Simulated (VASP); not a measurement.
# Mo (R-3m) in VASP: notebook, part 2 of 2

VASP 6.6.1. The steps go on from the part before.

### Step 3. Single point, PBE

This run uses another cell than the first one, of 18.31 Å³/atom, 1.048 times its volume.

Input file INCAR:

```
SYSTEM = Mo
ALGO     = Fast           ! electronic algorithm
EDIFF    = 1E-6           ! SCF threshold, eV
ENCUT    = 520            ! plane-wave cutoff, eV
GGA      = PE             ! functional
ISIF     = 2              ! what is computed and relaxed
ISMEAR   = 0              ! smearing method
LASPH    = .TRUE.         ! aspherical terms in the spheres
LCHARG   = .TRUE.         ! write CHGCAR
LELF     = .TRUE.         ! ELF
LREAL    = .FALSE.        ! projectors in reciprocal space
LVHAR    = .TRUE.       
LWAVE    = .FALSE.        ! write WAVECAR
NBANDS   = 13             ! bands
NELM     = 100            ! most SCF steps
PREC     = Accurate       ! precision mode
SIGMA    = 0.15           ! smearing width, eV
```

Input file KPOINTS:

```
k-points
0
G
  22 22 22
  0 0 0
```

Input file POSCAR:

```
Mo
1.0
   -1.8802375500      1.6674920327      1.6674920327
    1.6674920327     -1.8802375500      1.6674920327
    1.6674920327      1.6674920327     -1.8802375500
Mo
1
Direct
    0.0000000000      0.0000000000      0.0000000000
```

Potentials or basis: VASP PAW PBE potentials, release 64 (Mo_sv).

Launch:

```console
$ cat potpaw_PBE.64/Mo_sv/POTCAR > POTCAR
$ mpirun -np 1 vasp_std > vasp.out
```

OUTCAR:

```text
SYSTEM = Mo
   EDIFF = 1E-6
   ENCUT = 520
   GGA = PE
   ISIF = 2
   ISMEAR = 0
   LASPH = .TRUE.
   LREAL = .FALSE.
   NELM = 100
   PREC = Accurate

 ion  position               nearest neighbor table
   1  0.000  0.000  0.000-

  LATTYP: Found a trigonal (rhomboedric) cell.
 ALAT       =     3.0160160150
 COS(alpha) =    -0.3836738462

  Lattice vectors:

 A1 = (  -1.8802375500,   1.6674920327,   1.6674920327)
 A2 = (   1.6674920327,  -1.8802375500,   1.6674920327)
 A3 = (   1.6674920327,   1.6674920327,  -1.8802375500)

Analysis of symmetry for initial positions (statically):
=====================================================================
 Subroutine PRICEL returns:
 Original cell was already a primitive cell.

 Routine SETGRP: Setting up the symmetry group for a
 trigonal (rhombohedral) supercell.

 Subroutine GETGRP returns: Found 12 space group operations
 (whereof 12 operations were pure point group operations)
 out of a pool of 12 trial point group operations.

The static configuration has the point symmetry D_3d.

Analysis of symmetry for dynamics (positions and initial velocities):
=====================================================================
 Subroutine PRICEL returns:
 Original cell was already a primitive cell.

 Routine SETGRP: Setting up the symmetry group for a
 trigonal (rhombohedral) supercell.

 Subroutine GETGRP returns: Found 12 space group operations
 (whereof 12 operations were pure point group operations)
 out of a pool of 12 trial point group operations.

The dynamic configuration has the point symmetry D_3d.

 Subroutine INISYM returns: Found 12 space group operations
 (whereof 12 operations are pure point group operations),
 and found     1 'primitive' translations

----------------------------------------------------------------------------------------

[... 110 lines left out ...]
     AMIX_MAG =   1.60;   BMIX_MAG =  1.00
  volume/ion in A,a.u.               =      18.31       123.56
  Fermi-wavevector in a.u.,A,eV,Ry     =   1.496999  2.828917 30.490722  2.241005
  Thomas-Fermi vector in A             =   2.608943
   LORBIT       =      0    0 simple, 1 ext, 2 COOP (PROOUT), +10 PAW based schemes
   GGA     = PE    functional components
   LHFCALC =     F    Hartree Fock is set to
   AEXX    =    0.0000 exact exchange contribution
   IVDW    =     0    specifies the selected vdW correction
   LEPSILON=     F    determine dielectric tensor
   LRPA    =     F    only Hartree local field effects (RPA)
 non-spin polarized calculation
 RMM-DIIS sequential band-by-band and
 Gauss-broadening in eV      SIGMA  =   0.15
  energy-cutoff  :      520.00
  volume of cell :       18.31
 maximum number of plane-waves:       514
   NGX = 11   NGY = 11   NGZ = 11

 number of electron      13.9999997 magnetization

 Free energy of the ion-electron system (eV)
  ---------------------------------------------------
  ext. energy  EPLUGINS =         0.00000000
  ---------------------------------------------------
  free energy    TOTEN  =       -10.46656898 eV

  energy without entropy =      -10.45814198  energy(sigma->0) =      -10.46235548

 E-fermi :  10.2259     XC(G=0): -12.4773

 val. band max:       10.2246653922   @ k =  -0.0909   0.2273   0.0455
 cond. band min:      10.2273939195   @ k =  -0.2273   0.2273   0.1818
 fundamental gap:      0.0027285273
 Fermi energy:        10.2258791826

 k-point     1 :       0.0000    0.0000    0.0000
  band No.  band energies     occupation
      1     -51.1278      2.00000
      2     -24.7881      2.00000
      3     -24.7881      2.00000
      4     -24.1390      2.00000
      5       3.6231      2.00000
      6       7.2660      2.00000
      7       9.3276      2.00000
      8       9.3276      2.00000
      9      12.4839      0.00000
     10      12.4839      0.00000
     11      22.7760      0.00000
     12      25.6692      0.00000
     13      25.6692      0.00000
[... 354 lines left out ...]
  band No.  band energies     occupation
      1     -50.8370      2.00000
      2     -25.8623      2.00000
      3     -24.9144      2.00000
      4     -24.6783      2.00000
      5       5.8950      2.00000
      6       7.7665      2.00000
      7      10.7530      0.00000
      8      11.2092      0.00000
      9      12.3220      0.00000
     10      13.7112      0.00000
     11      21.5833      0.00000
     12      21.8830      0.00000
     13      26.1507      0.00000

 [... further k-points ...]
[... 5 lines left out ...]
  --------------------------------------------------------------------------------------
  -------------------------------------------------------------------------------------
  Total       -2.4276245     -2.4276245     -2.4276245      1.3227515      1.3227515      1.3227515
  in kB     -212.4240832   -212.4240832   -212.4240832    115.7445380    115.7445380    115.7445380
  external PRESSURE =    -212.4240832 kB  Pullay stress =       0.0000000 kB

 VOLUME and BASIS-vectors are now :
 -----------------------------------------------------------------------------
  energy-cutoff  :      520.00
  volume of cell :       18.31
      direct lattice vectors                 reciprocal lattice vectors
    -1.880237550  1.667492033  1.667492033     0.041221385  0.323091798  0.323091798
     1.667492033 -1.880237550  1.667492033     0.323091798  0.041221385  0.323091798
     1.667492033  1.667492033 -1.880237550     0.323091798  0.323091798  0.041221385

 POSITION                                       TOTAL-FORCE (eV/Angst)
 -----------------------------------------------------------------------------------
      0.00000      0.00000      0.00000        -0.000000      0.000000     -0.000000
 -----------------------------------------------------------------------------------
    total drift:                                0.000000     -0.000000      0.000000

  FREE ENERGIE OF THE ION-ELECTRON SYSTEM (eV)
  ---------------------------------------------------
  free  energy   TOTEN  =       -10.4665689776 eV

  energy  without entropy=      -10.4581419804  energy(sigma->0) =      -10.46235548
```

OSZICAR:

```text
N       E                     dE             d eps       ncg     rms          rms(c)
DAV:   1     0.929950509469E+02    0.92995E+02   -0.79725E+03 26869   0.108E+03
DAV:   2    -0.992901521849E+01   -0.10292E+03   -0.98955E+02 30769   0.305E+02
DAV:   3    -0.111554607179E+02   -0.12264E+01   -0.12224E+01 29984   0.333E+01
DAV:   4    -0.111585319674E+02   -0.30712E-02   -0.30712E-02 29809   0.203E+00
DAV:   5    -0.111585549012E+02   -0.22934E-04   -0.22935E-04 30229   0.156E-01    0.110E+01
RMM:   6    -0.105368699935E+02    0.62168E+00   -0.82306E-01 26683   0.815E+00    0.288E+00
RMM:   7    -0.104693196435E+02    0.67550E-01   -0.19679E-01 27434   0.389E+00    0.106E+00
RMM:   8    -0.104668896912E+02    0.24300E-02   -0.13374E-02 29208   0.126E+00    0.183E-01
RMM:   9    -0.104665763062E+02    0.31339E-03   -0.17509E-03 30004   0.447E-01    0.566E-02
RMM:  10    -0.104665717953E+02    0.45109E-05   -0.24887E-04 30398   0.175E-01    0.303E-02
RMM:  11    -0.104665697259E+02    0.20694E-05   -0.22407E-05 29927   0.525E-02    0.109E-02
RMM:  12    -0.104665686679E+02    0.10581E-05   -0.38686E-06 24819   0.234E-02    0.258E-03
RMM:  13    -0.104665689776E+02   -0.30976E-06   -0.79411E-07 18404   0.103E-02
   1 F= -.10466569E+02 E0= -.10462355E+02  d E =-.842700E-02
```

Wall time 8.7 min (1 thread of AMD EPYC 7R13, shared host); peak memory 0.3 GiB.

Results:

```
Free energy            : -10.4666 eV
Pressure               : -21.2 GPa
Band gap on the k mesh : zero (band 7 reaches 12.51 eV, above the bottom of band 8 at 9.33 eV)
```

### Step 4. Single point, PBE

This run uses another cell than the first one, of 18.31 Å³/atom, 1.048 times its volume.

Input file INCAR:

```
SYSTEM = Mo
PREC = Accurate
ENCUT = 520
EDIFF = 1E-6
ISMEAR = 0
SIGMA = 0.15
LREAL = .False.
LASPH = .True.
NELM = 60
ALGO = Fast
ISIF = 2
LWAVE = .False.
LCHARG = .False.
GGA = PE
NBANDS = 13
```

Input file KPOINTS:

```
regular mesh
0
Gamma
  22 22 22
  0 0 0
```

Input file POSCAR:

```
Mo
1.0
   -2.1020457509      1.6882696527      1.6882696527
    1.6882696527     -2.1020457509      1.6882696527
    1.6882696527      1.6882696527     -2.1020457509
Mo
1
Direct
    0.0000000000      0.0000000000      0.0000000000
```

Launch:

```console
$ cat potpaw_PBE.64/Mo_sv/POTCAR > POTCAR
$ mpirun -np 1 vasp_std > vasp.out
```

Run time: 2 min. Hardware: 1 thread of Intel Xeon Platinum 8259CL at 2.50GHz (Skylake/Cascade Lake), shared host; peak memory 0.33 GiB.

Results (log left out):

| Property | Result |
| --- | --- |
| Free energy | -9.5182 eV |
| Pressure | 5.1 GPa |
| Band gap on the k mesh | zero (band 7 reaches 12.09 eV, above the bottom of band 8 at 8.70 eV) |

Stress tensor (GPa, compression positive):
```
 5.10 33.57 33.57
33.57  5.10 33.57
33.57 33.57  5.10
```

Levels at points of the mesh, in eV from the Fermi level:
```
           k point  band 3  band 4  band 5  band 6  band 7  band 8  band 9  band 10  band 11  band 12
(0.00, 0.00, 0.00)  -35.34  -33.11   -6.54   -4.80   -1.61   -1.61    4.45     4.45    10.72    15.53
(0.50, 0.00, 0.00)  -34.88  -34.74   -5.02   -3.57    0.52    1.11    3.76     3.77    10.89    14.60
(0.50, 0.50, 0.00)  -35.44  -33.13   -4.98   -4.49   -0.43    1.59    4.55     4.91     5.84     9.74
(0.50, 0.50, 0.50)  -34.92  -34.92   -5.14   -5.14    1.78    1.78    5.95     8.09     8.09    11.44
```

### Step 5. Single point, PBE

This run uses another cell than the first one, of 18.31 Å³/atom, 1.048 times its volume.

Input file INCAR:

```
SYSTEM = Mo
PREC     = Accurate       ! precision mode
ENCUT    = 520            ! plane-wave cutoff, eV
EDIFF    = 1E-6           ! SCF threshold, eV
ISMEAR   = 0              ! smearing method
SIGMA    = 0.15           ! smearing width, eV
LREAL    = .FALSE.        ! projectors in reciprocal space
LASPH    = .TRUE.         ! aspherical terms in the spheres
NELM     = 80             ! most SCF steps
ALGO     = Fast           ! electronic algorithm
ISIF     = 2              ! what is computed and relaxed
LWAVE    = .FALSE.        ! write WAVECAR
LCHARG   = .TRUE.         ! write CHGCAR
GGA      = PE             ! functional
LELF     = .TRUE.         ! ELF
LVHAR    = .TRUE.       
NBANDS   = 13             ! bands
```

Input file KPOINTS:

```
Automatic mesh
0
G
  22 22 22
  0 0 0
```

Input file POSCAR:

```
Mo
1.0
   -1.2185509577      1.6908424949      1.6908424949
    1.6908424949     -1.2185509577      1.6908424949
    1.6908424949      1.6908424949     -1.2185509577
Mo
1
Direct
    0.0000000000      0.0000000000      0.0000000000
```

Launch:

```console
$ cat potpaw_PBE.64/Mo_sv/POTCAR > POTCAR
$ mpirun -np 1 vasp_std > vasp.out
```

It took 2.2 min on 1 thread of Intel Xeon Platinum 8259CL at 2.50GHz (Skylake/Cascade Lake), shared host; peak memory 0.32 GiB.

Results (log left out):

* Free energy: -10.1964 eV
* Pressure: -15.0 GPa
* Band gap on the k mesh: zero (band 7 reaches 11.37 eV, above the bottom of band 8 at 9.29 eV)

Stress tensor (GPa, compression positive):
```
-15.01  -9.21  -9.21
 -9.21 -15.01  -9.21
 -9.21  -9.21 -15.01
```

Levels at points of the mesh, in eV from the Fermi level:
```csv
k point,band 4,band 5,band 6,band 7,band 8,band 9,band 10,band 11
"(0.00, 0.00, 0.00)",-34.63,-6.58,-3.41,-3.41,2.03,2.79,2.79,13.62
"(0.50, 0.00, 0.00)",-34.56,-4.07,-3.23,0.05,1.31,1.44,2.92,8.50
"(0.50, 0.50, 0.00)",-34.59,-4.86,-2.78,0.94,1.54,3.37,5.00,7.88
"(0.50, 0.50, 0.50)",-35.36,-4.24,-4.24,-1.23,5.00,5.00,7.37,9.79
```

### Step 6. Summary

| cell | gap on the mesh (eV) | pressure (GPa) |
| --- | --- | --- |
| a = 2.600 Å, angles 93.6°, 1 atom | none | 0.5 |
| a = 3.016 Å, angles 112.6°, 1 atom | none | -21.2 |
| a = 3.181 Å, angles 114.8°, 1 atom | none | 5.1 |
| a = 2.684 Å, angles 100.1°, 1 atom | none | -15.0 |

Alike in all rows: task single point; level PBE; potentials or basis VASP PAW PBE potentials, release 64 (Mo_sv); no spin polarisation; k mesh 22 × 22 × 22; cutoff (eV) 520; smearing gaussian 0.15 eV.

Total energies depend on the potentials used, so only differences within one code and one set of settings carry meaning.
